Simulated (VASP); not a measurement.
# Al (Fm-3m) in VASP: further runs

Aim: see how the results for Al move with the level of theory and the settings. Levels: LDA, PBE. Tasks: single point.

All numbers are computed with VASP 6.6.1; they aren't measurements. Logs are shortened: lines on timing, memory, paths and dates and some standing lists are left out, and cuts for length are marked.

## (1) The cell of the first run

The structure is cubic, space group Fm-3m (No. 225). Conventional cell: a = 4.050 Å, b = 4.050 Å, c = 4.050 Å, α = 90.00°, β = 90.00°, γ = 90.00°. Within 3.8 Å of Al (site symmetry m-3m) lie 12 Al at 2.86 Å.

## (2) Single point, LDA

INCAR

```
SYSTEM = Al
PREC = Accurate
ENCUT = 520
EDIFF = 1E-7
ISMEAR = -1
SIGMA = 0.05
LREAL = .FALSE.
LASPH = .TRUE.
NELM = 60
ALGO = Normal
ISIF = 2
LWAVE = .FALSE.
LCHARG = .FALSE.
NBANDS = 8
```

KPOINTS

```
Automatic mesh
0
G
  6 6 6
  0 0 0
```

POSCAR

```
Al
1.0
    0.0000000000      2.0248050000      2.0248050000
    2.0248050000      0.0000000000      2.0248050000
    2.0248050000      2.0248050000      0.0000000000
Al
1
Direct
    0.0000000000      0.0000000000      0.0000000000
```

Potentials or basis: VASP PAW LDA potentials, release 64 (Al).

Started as:

```console
cat potpaw_LDA.64/Al/POTCAR > POTCAR
mpirun -np 1 vasp_std > vasp.out
```

OUTCAR:

```text
SYSTEM = Al
   PREC = Accurate
   ENCUT = 520
   EDIFF = 1E-7
   ISMEAR = -1
   LREAL = .FALSE.
   LASPH = .TRUE.
   NELM = 60
   ISIF = 2

 ion  position               nearest neighbor table
   1  0.000  0.000  0.000-

  LATTYP: Found a face centered cubic cell.
 ALAT       =     4.0496100000

  Lattice vectors:

 A1 = (   0.0000000000,   2.0248050000,   2.0248050000)
 A2 = (   2.0248050000,   0.0000000000,   2.0248050000)
 A3 = (   2.0248050000,   2.0248050000,   0.0000000000)

Analysis of symmetry for initial positions (statically):
=====================================================================
 Subroutine PRICEL returns:
 Original cell was already a primitive cell.

 Routine SETGRP: Setting up the symmetry group for a
 face centered cubic supercell.

 Subroutine GETGRP returns: Found 48 space group operations
[... 9 lines left out ...]

 Routine SETGRP: Setting up the symmetry group for a
 face centered cubic supercell.

 Subroutine GETGRP returns: Found 48 space group operations
 (whereof 48 operations were pure point group operations)
 out of a pool of 48 trial point group operations.

The dynamic configuration has the point symmetry O_h .

 Subroutine INISYM returns: Found 48 space group operations
 (whereof 48 operations are pure point group operations),
 and found     1 'primitive' translations

----------------------------------------------------------------------------------------

                                     Primitive cell

  volume of cell :      16.6027

  direct lattice vectors                    reciprocal lattice vectors
     0.000000000  2.024805000  2.024805000    -0.246937359  0.246937359  0.246937359
     2.024805000  0.000000000  2.024805000     0.246937359 -0.246937359  0.246937359
     2.024805000  2.024805000  0.000000000     0.246937359  0.246937359 -0.246937359

  length of vectors
     2.863506692  2.863506692  2.863506692     0.427708053  0.427708053  0.427708053

  position of ions in fractional coordinates (direct lattice)
     0.000000000  0.000000000  0.000000000

  ion indices of the primitive-cell ions
   primitive index   ion index
                 1           1

----------------------------------------------------------------------------------------

 KPOINTS: Automatic mesh

Automatic generation of k-mesh.
 Grid dimensions read from file:
 generate k-points for:    6    6    6

 Generating k-lattice:

  Cartesian coordinates                     Fractional coordinates (reciprocal lattice)
[... 52 lines left out ...]
   LREAL  =      F    real-space projection
   EDIFFG = 0.1E-05   stopping-criterion for IOM
   NSW    =      0    number of steps for IOM
   IBRION =     -1    ionic relax: 0-MD 1-quasi-New 2-CG
   NFREE  =      0    steps in history (QN), initial steepest desc. (CG)
   ISIF   =      2    stress and relaxation
   ISYM   =      2    0-nonsym 1-usesym 2-fastsym
   POTIM  = 0.5000    time-step for ionic-motion
   TEBEG  =    0.0;   TEEND  =   0.0 temperature during run
   PSTRESS=    0.0 pullay stress
   NELECT =       3.0000    total number of electrons
   NUPDOWN=      -1.0000    fix difference up-down
   EMIN   =  10.00;   EMAX   =-10.00  energy-range for DOS
   EFERMI =   0.00;   METHOD = LEGACY
   ISMEAR =    -1;   SIGMA  =   0.05  broadening in eV -4-tet -1-fermi 0-gaus
   EFERMI_NEDOS =   21; number of points for ismear=-14 and -15
   IALGO  =     38    algorithm
   IMIX   =      4    mixing-type and parameters
     AMIX     =   0.40;   BMIX     =  1.00
     AMIX_MAG =   1.60;   BMIX_MAG =  1.00
  volume/ion in A,a.u.               =      16.60       112.04
  Fermi-wavevector in a.u.,A,eV,Ry     =   0.925526  1.748991 11.654733  0.856599
  Thomas-Fermi vector in A             =   2.051390
   LORBIT       =      0    0 simple, 1 ext, 2 COOP (PROOUT), +10 PAW based schemes
   GGA     = CA    functional components
   LHFCALC =     F    Hartree Fock is set to
   AEXX    =    0.0000 exact exchange contribution
   IVDW    =     0    specifies the selected vdW correction
   LEPSILON=     F    determine dielectric tensor
   LRPA    =     F    only Hartree local field effects (RPA)
 non-spin polarized calculation
  energy-cutoff  :      520.00
  volume of cell :       16.60
 maximum number of plane-waves:       459
 NGX is ok and might be reduce to    24
   NGX = 11   NGY = 11   NGZ = 11

 number of electron       3.0000000 magnetization

 Free energy of the ion-electron system (eV)
  ---------------------------------------------------
  ext. energy  EPLUGINS =         0.00000000
  ---------------------------------------------------
  free energy    TOTEN  =        -4.25160358 eV

  energy without entropy =       -4.24726421  energy(sigma->0) =       -4.24943389

 E-fermi :   8.0561     XC(G=0): -10.3209

 val. band max:        7.0682612965   @ k =  -0.3333   0.5000   0.1667
 cond. band min:       8.0784032920   @ k =  -0.3333   0.3333   0.0000
 fundamental gap:      1.0101419955
 Fermi energy:         8.0560654189

 k-point     1 :       0.0000    0.0000    0.0000
  band No.  band energies     occupation
      1      -3.3311      2.00000
      2      20.2630      0.00000
      3      20.2630      0.00000
      4      20.2630      0.00000
      5      21.5376      0.00000
      6      21.5376      0.00000
      7      21.5376      0.00000
      8      24.2906      0.00000
[... 155 lines left out ...]
 k-point    16 :      -0.3333    0.5000    0.1667
  band No.  band energies     occupation
      1       5.7596      2.00000
      2       7.0683      2.00000
      3       8.5149      0.00021
      4       9.9945      0.00000
      5      19.5684      0.00000
      6      21.2967      0.00000
      7      27.5904      0.00000
      8      28.5309      0.00000

------------------------ aborting loop because EDIFF is reached ----------------------------------------

  FORCE on cell =-STRESS in cart. coord.  units (eV):
  Direction    XX          YY          ZZ          XY          YZ          ZX
  --------------------------------------------------------------------------------------
  -------------------------------------------------------------------------------------
  Total       -0.3295150     -0.3295150     -0.3295150      0.0000000     -0.0000000      0.0000000
  in kB      -31.7984621    -31.7984621    -31.7984621      0.0000000     -0.0000000      0.0000000
  external PRESSURE =     -31.7984621 kB  Pullay stress =       0.0000000 kB

 VOLUME and BASIS-vectors are now :
 -----------------------------------------------------------------------------
  energy-cutoff  :      520.00
  volume of cell :       16.60
      direct lattice vectors                 reciprocal lattice vectors
     0.000000000  2.024805000  2.024805000    -0.246937359  0.246937359  0.246937359
     2.024805000  0.000000000  2.024805000     0.246937359 -0.246937359  0.246937359
     2.024805000  2.024805000  0.000000000     0.246937359  0.246937359 -0.246937359

 POSITION                                       TOTAL-FORCE (eV/Angst)
 -----------------------------------------------------------------------------------
      0.00000      0.00000      0.00000         0.000000      0.000000      0.000000
 -----------------------------------------------------------------------------------
    total drift:                               -0.000000      0.000000      0.000000

  FREE ENERGIE OF THE ION-ELECTRON SYSTEM (eV)
  ---------------------------------------------------
  free  energy   TOTEN  =        -4.2516035763 eV

  energy  without entropy=       -4.2472642092  energy(sigma->0) =       -4.24943389
```

stdout:

```text
POSCAR found type information on POSCAR Al
 POSCAR found :  1 types and       1 ions
 scaLAPACK will be used
 LDA part: xc-table for (Slater(with rela. corr.)+CA(PZ))
 , standard interpolation
 POSCAR, INCAR and KPOINTS ok, starting setup
 FFT: planning ... GRIDC
 FFT: planning ... GRID_SOFT
 FFT: planning ... GRID
 WAVECAR not read
 entering main loop
```

It took 2.6 s on 1 thread of AMD EPYC 7R43 (Zen 3), shared host; peak memory 0.08 GiB.

What came out:

```
Free energy : -4.2516 eV
Pressure    : -3.2 GPa
```

Caveat: the k points lie up to 0.45 Å⁻¹ apart.

## (3) Single point, PBE

INCAR

```
SYSTEM = Al
  PREC = Accurate
  ENCUT = 520
  EDIFF = 1E-6
  ISMEAR = -1
  SIGMA = 0.05
  LREAL = .False.
  LASPH = .True.
  NELM = 100
  ALGO = Fast
  ISIF = 2
  LWAVE = .False.
  LCHARG = .False.
  GGA = PE
  NBANDS = 8
```

KPOINTS

```
regular mesh
0
Gamma
  6 6 6
  0 0 0
```

POSCAR is that of step 2.

Potentials or basis: VASP PAW PBE potentials, release 64 (Al).

Started as:

```console
cat potpaw_PBE.64/Al/POTCAR > POTCAR
mpirun -np 1 vasp_std > vasp.out
```

Wall time 3 s (1 thread of AMD EPYC 7R43 (Zen 3), shared host); peak memory 0.09 GiB.

Results (log left out):

```yaml
Free_energy: -3.8135 eV
Pressure: -0.1 GPa
```

Levels at points of the mesh, in eV from the Fermi level:
```tsv
k point	band 1	band 2	band 3	band 4
(0.00, 0.00, 0.00)	-11.45	12.23	12.23	12.23
(0.50, 0.00, 0.00)	-4.93	-4.73	10.99	10.99
(0.50, 0.50, 0.00)	-3.27	-1.96	4.90	5.21
```

Caveat: the k points lie up to 0.45 Å⁻¹ apart.
